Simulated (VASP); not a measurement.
# W3N4 (Pm-3m) in VASP: further runs

The runs below take W3N4 through single point, with PBE.

All numbers are computed with VASP 6.6.1; they aren't measurements. Logs are shortened: lines on timing, memory, paths and dates and some standing lists are left out, and cuts for length are marked.

## (1) The cell of the first run

Symmetry: Pm-3m, No. 221, cubic system. The conventional cell has a = 4.122 Å, b = 4.122 Å, c = 4.122 Å, α = 90.00°, β = 90.00°, γ = 90.00°. Within 2.7 Å of W (site symmetry 4/mmm) lie 6 N at 2.06 Å. Within 2.7 Å of N (site symmetry m-3m) lie 6 W at 2.06 Å. Within 2.7 Å of N (site symmetry 4/mmm) lie 4 W at 2.06 Å.

## (2) Single point, PBE

Contents of INCAR:

```
SYSTEM = W3N4
PREC     = Accurate       ! precision mode
ENCUT    = 520            ! plane-wave cutoff, eV
EDIFF    = 1E-6           ! SCF threshold, eV
ISMEAR   = 0              ! smearing method
SIGMA    = 0.1            ! smearing width, eV
LREAL    = .FALSE.        ! projectors in reciprocal space
LASPH    = .TRUE.         ! aspherical terms in the spheres
NELM     = 100            ! most SCF steps
ALGO     = Normal         ! electronic algorithm
ISIF     = 2              ! what is computed and relaxed
LWAVE    = .FALSE.        ! write WAVECAR
LCHARG   = .FALSE.        ! write CHGCAR
GGA      = PE             ! functional
NBANDS   = 40             ! bands
```

Contents of KPOINTS:

```
regular mesh
0
G
  8 8 8
  0 0 0
```

Contents of POSCAR:

```
W3N4
1.0
    4.1220000000      0.0000000000      0.0000000000
    0.0000000000      4.1220000000      0.0000000000
    0.0000000000      0.0000000000      4.1220000000
W N
3 4
Direct
    0.5000000000      0.5000000000      0.0000000000
    0.0000000000      0.5000000000      0.5000000000
    0.5000000000      0.0000000000      0.5000000000
    0.5000000000      0.5000000000      0.5000000000
    0.5000000000      0.0000000000      0.0000000000
    0.0000000000      0.5000000000      0.0000000000
    0.0000000000      0.0000000000      0.5000000000
```

Potentials or basis: VASP PAW PBE potentials, release 64 (W_sv, N).

Run with:

```sh
> cat potpaw_PBE.64/W_sv/POTCAR potpaw_PBE.64/N/POTCAR > POTCAR
> mpirun -np 1 vasp_std > vasp.out
```

OUTCAR:

```text
SYSTEM = W3N4
   PREC = Accurate
   ENCUT = 520
   EDIFF = 1E-6
   ISMEAR = 0
   LREAL = .FALSE.
   LASPH = .TRUE.
   NELM = 100
   ISIF = 2
   GGA = PE

 ion  position               nearest neighbor table
   1  0.500  0.500  0.000-   4 2.06   5 2.06   6 2.06   4 2.06   5 2.06   6 2.06   3 2.91   3 2.91
                             3 2.91   2 2.91   3 2.91   2 2.91   2 2.91   2 2.91
   2  0.000  0.500  0.500-   4 2.06   6 2.06   7 2.06   6 2.06   7 2.06   4 2.06   3 2.91   3 2.91
                             1 2.91   1 2.91   3 2.91   1 2.91   1 2.91   3 2.91
   3  0.500  0.000  0.500-   4 2.06   5 2.06   7 2.06   5 2.06   4 2.06   7 2.06   2 2.91   1 2.91
                             2 2.91   1 2.91   1 2.91   2 2.91   1 2.91   2 2.91
   4  0.500  0.500  0.500-   1 2.06   2 2.06   3 2.06   1 2.06   3 2.06   2 2.06
   5  0.500  0.000  0.000-   1 2.06   3 2.06   3 2.06   1 2.06
   6  0.000  0.500  0.000-   1 2.06   2 2.06   2 2.06   1 2.06
   7  0.000  0.000  0.500-   2 2.06   3 2.06   2 2.06   3 2.06

  LATTYP: Found a simple cubic cell.
 ALAT       =     4.1220000000

  Lattice vectors:

 A1 = (   4.1220000000,   0.0000000000,   0.0000000000)
 A2 = (   0.0000000000,   4.1220000000,   0.0000000000)
 A3 = (   0.0000000000,   0.0000000000,   4.1220000000)

Analysis of symmetry for initial positions (statically):
=====================================================================
 Subroutine PRICEL returns:
 Original cell was already a primitive cell.

 Routine SETGRP: Setting up the symmetry group for a
 simple cubic supercell.

 Subroutine GETGRP returns: Found 48 space group operations
 (whereof 48 operations were pure point group operations)
 out of a pool of 48 trial point group operations.

The static configuration has the point symmetry O_h .

Analysis of symmetry for dynamics (positions and initial velocities):
=====================================================================
 Subroutine PRICEL returns:
 Original cell was already a primitive cell.

 Routine SETGRP: Setting up the symmetry group for a
 simple cubic supercell.

 Subroutine GETGRP returns: Found 48 space group operations
 (whereof 48 operations were pure point group operations)
 out of a pool of 48 trial point group operations.

The dynamic configuration has the point symmetry O_h .

 Subroutine INISYM returns: Found 48 space group operations
 (whereof 48 operations are pure point group operations),
 and found     1 'primitive' translations

----------------------------------------------------------------------------------------

                                     Primitive cell

  volume of cell :      70.0364

  direct lattice vectors                    reciprocal lattice vectors
     4.122000000  0.000000000  0.000000000     0.242600679  0.000000000  0.000000000
     0.000000000  4.122000000  0.000000000     0.000000000  0.242600679  0.000000000
     0.000000000  0.000000000  4.122000000     0.000000000  0.000000000  0.242600679

  length of vectors
     4.122000000  4.122000000  4.122000000     0.242600679  0.242600679  0.242600679

  position of ions in fractional coordinates (direct lattice)
     0.500000000  0.500000000  0.000000000
     0.000000000  0.500000000  0.500000000
     0.500000000  0.000000000  0.500000000
     0.500000000  0.500000000  0.500000000
     0.500000000  0.000000000  0.000000000
     0.000000000  0.500000000  0.000000000
     0.000000000  0.000000000  0.500000000

  ion indices of the primitive-cell ions
   primitive index   ion index
                 1           1
                 2           2
                 3           3
                 4           4
                 5           5
                 6           6
                 7           7

----------------------------------------------------------------------------------------

 KPOINTS: regular mesh

Automatic generation of k-mesh.
 Grid dimensions read from file:
 generate k-points for:    8    8    8

 Generating k-lattice:

  Cartesian coordinates                     Fractional coordinates (reciprocal lattice)
     0.030325085  0.000000000  0.000000000     0.125000000  0.000000000  0.000000000
     0.000000000  0.030325085  0.000000000     0.000000000  0.125000000  0.000000000
     0.000000000  0.000000000  0.030325085     0.000000000  0.000000000  0.125000000

  Length of vectors
     0.030325085  0.030325085  0.030325085

  Shift w.r.t. Gamma in fractional coordinates (k-lattice)
     0.000000000  0.000000000  0.000000000

 Subroutine IBZKPT returns following result:
 ===========================================

 Found     35 irreducible k-points:

 Following reciprocal coordinates:
            Coordinates               Weight
  0.000000  0.000000  0.000000      1.000000
  0.125000  0.000000  0.000000      6.000000
  0.250000  0.000000  0.000000      6.000000
  0.375000  0.000000  0.000000      6.000000
  0.500000  0.000000  0.000000      3.000000
  0.125000  0.125000  0.000000     12.000000
[... 16 lines left out ...]
  0.375000  0.375000  0.125000     24.000000
  0.500000  0.375000  0.125000     24.000000
 [... further k-points ...]
   k-points           NKPTS =     35   k-points in BZ     NKDIM =     35   number of bands    NBANDS=     40
   number of dos      NEDOS =    301   number of ions     NIONS =      7
   total plane-waves  NPLWV =  32768
   dimension x,y,z NGX =    32 NGY =   32 NGZ =   32
   dimension x,y,z NGXF=    64 NGYF=   64 NGZF=   64
   ions per type =               3   4
   NGX,Y,Z   is equivalent  to a cutoff of  12.91, 12.91, 12.91 a.u.
   NGXF,Y,Z  is equivalent  to a cutoff of  25.81, 25.81, 25.81 a.u.
 SYSTEM =  W3N4
   PREC   = accura    normal or accurate (medium, high low for compatibility)
   ISTART =      0    job   : 0-new  1-cont  2-samecut
   ICHARG =      2    charge: 1-file 2-atom 10-const
   ISPIN  =      1    spin polarized calculation?
   LNONCOLLINEAR =      F non collinear calculations
   LSORBIT =      F    spin-orbit coupling
   LASPH  =      T    aspherical Exc in radial PAW
   ENCUT  =  520.0 eV  38.22 Ry    6.18 a.u.   7.66  7.66  7.66*2*pi/ulx,y,z
   NELM   =    100;   NELMIN=  2; NELMDL= -5     # of ELM steps
   EDIFF  = 0.1E-05   stopping-criterion for ELM
   LREAL  =      F    real-space projection
   EDIFFG = 0.1E-04   stopping-criterion for IOM
   NSW    =      0    number of steps for IOM
   IBRION =     -1    ionic relax: 0-MD 1-quasi-New 2-CG
   NFREE  =      0    steps in history (QN), initial steepest desc. (CG)
   ISIF   =      2    stress and relaxation
   ISYM   =      2    0-nonsym 1-usesym 2-fastsym
   POTIM  = 0.5000    time-step for ionic-motion
   TEBEG  =    0.0;   TEEND  =   0.0 temperature during run
   PSTRESS=    0.0 pullay stress
   NELECT =      62.0000    total number of electrons
   NUPDOWN=      -1.0000    fix difference up-down
   EMIN   =  10.00;   EMAX   =-10.00  energy-range for DOS
   EFERMI =   0.00;   METHOD = LEGACY
   ISMEAR =     0;   SIGMA  =   0.10  broadening in eV -4-tet -1-fermi 0-gaus
   EFERMI_NEDOS =   21; number of points for ismear=-14 and -15
   IALGO  =     38    algorithm
   IMIX   =      4    mixing-type and parameters
     AMIX     =   0.40;   BMIX     =  1.00
     AMIX_MAG =   1.60;   BMIX_MAG =  1.00
  volume/ion in A,a.u.               =      10.01        67.52
  Fermi-wavevector in a.u.,A,eV,Ry     =   1.571921  2.970500 33.619124  2.470936
  Thomas-Fermi vector in A             =   2.673433
   LORBIT       =      0    0 simple, 1 ext, 2 COOP (PROOUT), +10 PAW based schemes
   GGA     = PE    functional components
   LHFCALC =     F    Hartree Fock is set to
   AEXX    =    0.0000 exact exchange contribution
   IVDW    =     0    specifies the selected vdW correction
   LEPSILON=     F    determine dielectric tensor
   LRPA    =     F    only Hartree local field effects (RPA)
 non-spin polarized calculation
 Gauss-broadening in eV      SIGMA  =   0.10
  energy-cutoff  :      520.00
  volume of cell :       70.04
 maximum number of plane-waves:      1924
 NGX is ok and might be reduce to    32
   NGX = 15   NGY = 15   NGZ = 15

 number of electron      62.0000007 magnetization

 Free energy of the ion-electron system (eV)
  ---------------------------------------------------
  ext. energy  EPLUGINS =         0.00000000
  ---------------------------------------------------
  free energy    TOTEN  =       -72.10853477 eV

  energy without entropy =      -72.08099720  energy(sigma->0) =      -72.09476598

 E-fermi :  11.6484     XC(G=0): -13.3799

 val. band max:       11.6432346625   @ k =   0.5000   0.0000   0.0000
 cond. band min:      11.6569201343   @ k =   0.5000   0.1250   0.1250
 fundamental gap:      0.0136854718
 Fermi energy:        11.6484036387

 k-point     1 :       0.0000    0.0000    0.0000
  band No.  band energies     occupation
      1     -64.1516      2.00000
      2     -64.0628      2.00000
      3     -64.0628      2.00000
      4     -28.8890      2.00000
      5     -28.8890      2.00000
      6     -28.8890      2.00000
[... 32 lines left out ...]
     39      14.5716      0.00000
     40      14.5716      0.00000

 k-point     2 :       0.1250    0.0000    0.0000
  band No.  band energies     occupation
      1     -64.1487      2.00000
      2     -64.0658      2.00000
      3     -64.0628      2.00000
      4     -28.8758      2.00000
      5     -28.8758      2.00000
      6     -28.8693      2.00000
[... 32 lines left out ...]
     39      14.4480      0.00000
     40      14.5730      0.00000

 k-point     3 :       0.2500    0.0000    0.0000
  band No.  band energies     occupation
      1     -64.1404      2.00000
      2     -64.0740      2.00000
      3     -64.0627      2.00000
      4     -28.8412      2.00000
      5     -28.8412      2.00000
      6     -28.8131      2.00000
[... 32 lines left out ...]
     39      14.1028      0.00000
     40      14.5763      0.00000

 k-point     4 :       0.3750    0.0000    0.0000
  band No.  band energies     occupation
      1     -64.1290      2.00000
      2     -64.0853      2.00000
      3     -64.0626      2.00000
      4     -28.8017      2.00000
      5     -28.8017      2.00000
      6     -28.7327      2.00000
[... 32 lines left out ...]
     39      14.5796      0.00000
     40      14.7178      0.00000
[... 772 lines left out ...]
     39      16.0851      0.00000
     40      16.5025      0.00000

 k-point    23 :       0.3750    0.3750    0.1250
  band No.  band energies     occupation
      1     -64.1092      2.00000
      2     -64.0877      2.00000
      3     -64.0792      2.00000
      4     -29.0705      2.00000
      5     -28.6586      2.00000
      6     -28.6143      2.00000
[... 32 lines left out ...]
     39      16.1662      0.00000
     40      16.5009      0.00000

 k-point    24 :       0.5000    0.3750    0.1250
  band No.  band energies     occupation
      1     -64.1025      2.00000
      2     -64.0920      2.00000
      3     -64.0815      2.00000
      4     -29.0880      2.00000
      5     -28.6806      2.00000
      6     -28.5959      2.00000
[... 32 lines left out ...]
     39      16.2236      0.00000
     40      16.3880      0.00000

 [... further k-points ...]
[... 5 lines left out ...]
  --------------------------------------------------------------------------------------
  -------------------------------------------------------------------------------------
  Total       12.7158266     12.7158266     12.7158266     -0.0000000      0.0000000     -0.0000000
  in kB      290.8916250    290.8916250    290.8916250     -0.0000000      0.0000000     -0.0000000
  external PRESSURE =     290.8916250 kB  Pullay stress =       0.0000000 kB

 VOLUME and BASIS-vectors are now :
 -----------------------------------------------------------------------------
  energy-cutoff  :      520.00
  volume of cell :       70.04
      direct lattice vectors                 reciprocal lattice vectors
     4.122000000  0.000000000  0.000000000     0.242600679  0.000000000  0.000000000
     0.000000000  4.122000000  0.000000000     0.000000000  0.242600679  0.000000000
     0.000000000  0.000000000  4.122000000     0.000000000  0.000000000  0.242600679

 POSITION                                       TOTAL-FORCE (eV/Angst)
 -----------------------------------------------------------------------------------
      2.06100      2.06100      0.00000         0.000000      0.000000      0.000000
      0.00000      2.06100      2.06100         0.000000      0.000000      0.000000
      2.06100      0.00000      2.06100         0.000000      0.000000      0.000000
      2.06100      2.06100      2.06100         0.000000      0.000000      0.000000
      2.06100      0.00000      0.00000         0.000000      0.000000      0.000000
      0.00000      2.06100      0.00000         0.000000      0.000000      0.000000
      0.00000      0.00000      2.06100         0.000000      0.000000      0.000000
 -----------------------------------------------------------------------------------
    total drift:                                0.000000     -0.000000     -0.000000

  FREE ENERGIE OF THE ION-ELECTRON SYSTEM (eV)
  ---------------------------------------------------
  free  energy   TOTEN  =       -72.1085347676 eV

  energy  without entropy=      -72.0809971954  energy(sigma->0) =      -72.09476598
```

Run time: 1.7 min. Hardware: 1 thread of Intel Xeon 8259CL, shared host; peak memory 0.22 GiB.

What came out:

| Quantity | Value |
| --- | --- |
| Free energy | -72.1085 eV |
| Pressure | 29.1 GPa |
| Band gap on the k mesh | zero (band 31 reaches 12.86 eV, above the bottom of band 32 at 10.29 eV) |

Levels at points of the mesh, in eV from the Fermi level:
```tsv
k point	band 29	band 30	band 31	band 32	band 33	band 34
(0.00, 0.00, 0.00)	-2.28	-2.28	-2.28	-0.91	-0.91	-0.91
(0.50, 0.00, 0.00)	-3.60	-1.82	-0.04	-0.04	-0.01	0.19
(0.50, 0.50, 0.00)	-0.59	0.34	0.35	0.52	0.52	1.36
(0.50, 0.50, 0.50)	1.21	1.21	1.21	1.80	1.80	1.80
```

Caveat: spin-orbit coupling is left out, which moves the levels of the heavy elements.

(Part 1 of 2 ends here.)
